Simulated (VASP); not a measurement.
# LiH (Fm-3m) in VASP: single point with PBE

Aim: the single point of LiH with PBE.

Everything below comes from runs of VASP 6.6.1. Logs are shortened: lines on timing, memory, paths and dates and some standing lists are left out, and cuts for length are marked.

**1. The cell of the first run**

Symmetry: Fm-3m, No. 225, cubic system. Conventional cell: a = 4.074 Å, b = 4.074 Å, c = 4.074 Å, α = 90.00°, β = 90.00°, γ = 90.00°. Li (site symmetry m-3m) has 6 H at 2.04 Å within 2.7 Å. Within 2.7 Å of H (site symmetry m-3m) lie 6 Li at 2.04 Å.

**2. Single point, PBE**

Input file INCAR:

```
  ALGO = Normal
  EDIFF = 1E-6
  ENCUT = 520
  GGA = PE
  ISIF = 2
  ISMEAR = -1
  LASPH = T
  LCHARG = F
  LREAL = F
  LWAVE = F
  NBANDS = 9
  NELM = 80
  PREC = Accurate
  SIGMA = 0.1
```

Input file KPOINTS:

```
k-points
0
Gamma
  8 8 8
```

Input file POSCAR:

```
LiH
1.0
    0.0000000000      2.0367500000      2.0367500000
    2.0367500000      0.0000000000      2.0367500000
    2.0367500000      2.0367500000      0.0000000000
Li H
1 1
Direct
    0.0000000000      0.0000000000      0.0000000000
    0.5000000000      0.5000000000      0.5000000000
```

Potentials or basis: VASP PAW PBE potentials, release 64 (Li_sv, H).

Launch:

```console
$ cat potpaw_PBE.64/Li_sv/POTCAR potpaw_PBE.64/H/POTCAR > POTCAR
$ mpirun -np 1 vasp_std > vasp.out
```

OUTCAR:

```text
EDIFF = 1E-6
   ENCUT = 520
   GGA = PE
   ISIF = 2
   ISMEAR = -1
   LASPH = T
   LREAL = F
   NELM = 80
   PREC = Accurate

 ion  position               nearest neighbor table
   1  0.000  0.000  0.000-
   2  0.500  0.500  0.500-

  LATTYP: Found a face centered cubic cell.
 ALAT       =     4.0735000000

  Lattice vectors:

 A1 = (   0.0000000000,   2.0367500000,   2.0367500000)
 A2 = (   2.0367500000,   0.0000000000,   2.0367500000)
 A3 = (   2.0367500000,   2.0367500000,   0.0000000000)

Analysis of symmetry for initial positions (statically):
=====================================================================
 Subroutine PRICEL returns:
 Original cell was already a primitive cell.

 Routine SETGRP: Setting up the symmetry group for a
 face centered cubic supercell.

 Subroutine GETGRP returns: Found 48 space group operations
 (whereof 48 operations were pure point group operations)
 out of a pool of 48 trial point group operations.

The static configuration has the point symmetry O_h .

Analysis of symmetry for dynamics (positions and initial velocities):
=====================================================================
 Subroutine PRICEL returns:
 Original cell was already a primitive cell.

 Routine SETGRP: Setting up the symmetry group for a
 face centered cubic supercell.

 Subroutine GETGRP returns: Found 48 space group operations
 (whereof 48 operations were pure point group operations)
 out of a pool of 48 trial point group operations.

The dynamic configuration has the point symmetry O_h .

 Subroutine INISYM returns: Found 48 space group operations
 (whereof 48 operations are pure point group operations),
 and found     1 'primitive' translations

----------------------------------------------------------------------------------------

                                     Primitive cell

  volume of cell :      16.8983

  direct lattice vectors                    reciprocal lattice vectors
     0.000000000  2.036750000  2.036750000    -0.245489137  0.245489137  0.245489137
     2.036750000  0.000000000  2.036750000     0.245489137 -0.245489137  0.245489137
     2.036750000  2.036750000  0.000000000     0.245489137  0.245489137 -0.245489137

  length of vectors
     2.880399473  2.880399473  2.880399473     0.425199658  0.425199658  0.425199658

  position of ions in fractional coordinates (direct lattice)
[... 77 lines left out ...]
   ENCUT  =  520.0 eV  38.22 Ry    6.18 a.u.   5.36  5.36  5.36*2*pi/ulx,y,z
   NELM   =     80;   NELMIN=  2; NELMDL= -5     # of ELM steps
   EDIFF  = 0.1E-05   stopping-criterion for ELM
   LREAL  =      F    real-space projection
   EDIFFG = 0.1E-04   stopping-criterion for IOM
   NSW    =      0    number of steps for IOM
   IBRION =     -1    ionic relax: 0-MD 1-quasi-New 2-CG
   NFREE  =      0    steps in history (QN), initial steepest desc. (CG)
   ISIF   =      2    stress and relaxation
   ISYM   =      2    0-nonsym 1-usesym 2-fastsym
   POTIM  = 0.5000    time-step for ionic-motion
   TEBEG  =    0.0;   TEEND  =   0.0 temperature during run
   PSTRESS=    0.0 pullay stress
   NELECT =       4.0000    total number of electrons
   NUPDOWN=      -1.0000    fix difference up-down
   EMIN   =  10.00;   EMAX   =-10.00  energy-range for DOS
   EFERMI =   0.00;   METHOD = LEGACY
   ISMEAR =    -1;   SIGMA  =   0.10  broadening in eV -4-tet -1-fermi 0-gaus
   EFERMI_NEDOS =   21; number of points for ismear=-14 and -15
   IALGO  =     38    algorithm
   IMIX   =      4    mixing-type and parameters
     AMIX     =   0.40;   BMIX     =  1.00
     AMIX_MAG =   1.60;   BMIX_MAG =  1.00
  volume/ion in A,a.u.               =       8.45        57.02
  Fermi-wavevector in a.u.,A,eV,Ry     =   1.012699  1.913724 13.953585  1.025560
  Thomas-Fermi vector in A             =   2.145824
   LORBIT       =      0    0 simple, 1 ext, 2 COOP (PROOUT), +10 PAW based schemes
   GGA     = PE    functional components
   LHFCALC =     F    Hartree Fock is set to
   AEXX    =    0.0000 exact exchange contribution
   IVDW    =     0    specifies the selected vdW correction
   LEPSILON=     F    determine dielectric tensor
   LRPA    =     F    only Hartree local field effects (RPA)
 non-spin polarized calculation
  energy-cutoff  :      520.00
  volume of cell :       16.90
 maximum number of plane-waves:       469
 NGX is ok and might be reduce to    24
   NGX = 11   NGY = 11   NGZ = 11

 number of electron       3.9999999 magnetization

 Free energy of the ion-electron system (eV)
  ---------------------------------------------------
  ext. energy  EPLUGINS =         0.00000000
  ---------------------------------------------------
  free energy    TOTEN  =        -6.12267054 eV

  energy without entropy =       -6.12267052  energy(sigma->0) =       -6.12267053

 E-fermi :   1.4276     XC(G=0):  -8.3575

 val. band max:       -0.1280753955   @ k =   0.5000   0.5000   0.0000
 cond. band min:       2.8840233242   @ k =   0.5000   0.5000   0.0000
 fundamental gap:      3.0120987197
 Fermi energy:         1.4275619135

 k-point     1 :       0.0000    0.0000    0.0000
  band No.  band energies     occupation
      1     -44.4689      2.00000
      2      -5.3789      2.00000
      3      15.3455      0.00000
      4      17.2764      0.00000
      5      17.2764      0.00000
      6      17.2764      0.00000
      7      21.9043      0.00000
      8      21.9043      0.00000
      9      21.9043      0.00000
[... 265 lines left out ...]
 k-point    24 :      -0.3750    0.2500    0.1250
  band No.  band energies     occupation
      1     -44.4243      2.00000
      2      -1.7456      2.00000
      3       4.8779      0.00000
      4       8.5291      0.00000
      5      12.8026      0.00000
      6      15.8356      0.00000
      7      22.2912      0.00000
      8      25.2477      0.00000
      9      26.4449      0.00000

 [... further k-points ...]
[... 5 lines left out ...]
  --------------------------------------------------------------------------------------
  -------------------------------------------------------------------------------------
  Total       -0.1969593     -0.1969593     -0.1969593      0.0000000     -0.0000000      0.0000000
  in kB      -18.6742852    -18.6742852    -18.6742852      0.0000000     -0.0000000      0.0000000
  external PRESSURE =     -18.6742852 kB  Pullay stress =       0.0000000 kB

 VOLUME and BASIS-vectors are now :
 -----------------------------------------------------------------------------
  energy-cutoff  :      520.00
  volume of cell :       16.90
      direct lattice vectors                 reciprocal lattice vectors
     0.000000000  2.036750000  2.036750000    -0.245489137  0.245489137  0.245489137
     2.036750000  0.000000000  2.036750000     0.245489137 -0.245489137  0.245489137
     2.036750000  2.036750000  0.000000000     0.245489137  0.245489137 -0.245489137

 POSITION                                       TOTAL-FORCE (eV/Angst)
 -----------------------------------------------------------------------------------
      0.00000      0.00000      0.00000         0.000000      0.000000     -0.000000
      2.03675      2.03675      2.03675        -0.000000     -0.000000      0.000000
 -----------------------------------------------------------------------------------
    total drift:                                0.000000     -0.000000     -0.000000

  FREE ENERGIE OF THE ION-ELECTRON SYSTEM (eV)
  ---------------------------------------------------
  free  energy   TOTEN  =        -6.1226705426 eV

  energy  without entropy=       -6.1226705241  energy(sigma->0) =       -6.12267053
```

OSZICAR:

```text
N       E                     dE             d eps       ncg     rms          rms(c)
DAV:   1    -0.190890331022E+01   -0.19089E+01   -0.13394E+03   522   0.386E+02
DAV:   2    -0.631265686553E+01   -0.44038E+01   -0.43876E+01   722   0.558E+01
DAV:   3    -0.636258040870E+01   -0.49924E-01   -0.49916E-01   630   0.507E+00
DAV:   4    -0.636279965331E+01   -0.21924E-03   -0.21921E-03   760   0.326E-01
DAV:   5    -0.636280137374E+01   -0.17204E-05   -0.17203E-05   612   0.189E-02    0.285E+00
DAV:   6    -0.618066295477E+01    0.18214E+00   -0.15316E-01   573   0.119E+00    0.142E+00
DAV:   7    -0.612084793253E+01    0.59815E-01   -0.19377E-01   599   0.152E+00    0.220E-01
DAV:   8    -0.612274407713E+01   -0.18961E-02   -0.46455E-03   622   0.441E-01    0.436E-02
DAV:   9    -0.612267556075E+01    0.68516E-04   -0.16351E-04   667   0.474E-02    0.746E-03
DAV:  10    -0.612267127502E+01    0.42857E-05   -0.67801E-06   604   0.184E-02    0.252E-03
DAV:  11    -0.612267054257E+01    0.73245E-06   -0.20935E-07   394   0.224E-03
   1 F= -.61226705E+01 E0= -.61226705E+01  d E =-.184353E-07
```

stdout:

```text
POSCAR found type information on POSCAR LiH
 POSCAR found :  2 types and       2 ions
 scaLAPACK will be used
 LDA part: xc-table for (Slater+PW92), standard interpolation
 POSCAR, INCAR and KPOINTS ok, starting setup
 FFT: planning ... GRIDC
 FFT: planning ... GRID_SOFT
 FFT: planning ... GRID
 WAVECAR not read
 entering main loop
```

It took 6.1 s on 1 thread of Intel Xeon 8259CL, shared host; peak memory 0.13 GiB.

What came out:

| Quantity | Value |
| --- | --- |
| Free energy | -6.1227 eV |
| Band gap on the k mesh | 3.01 eV, direct |

Caveat: the cutoff is under 1.25 times the usual one of these potentials, so pressure, stress and relaxed cells hold a basis-set (Pulay) error. A k mesh can miss the band edges.
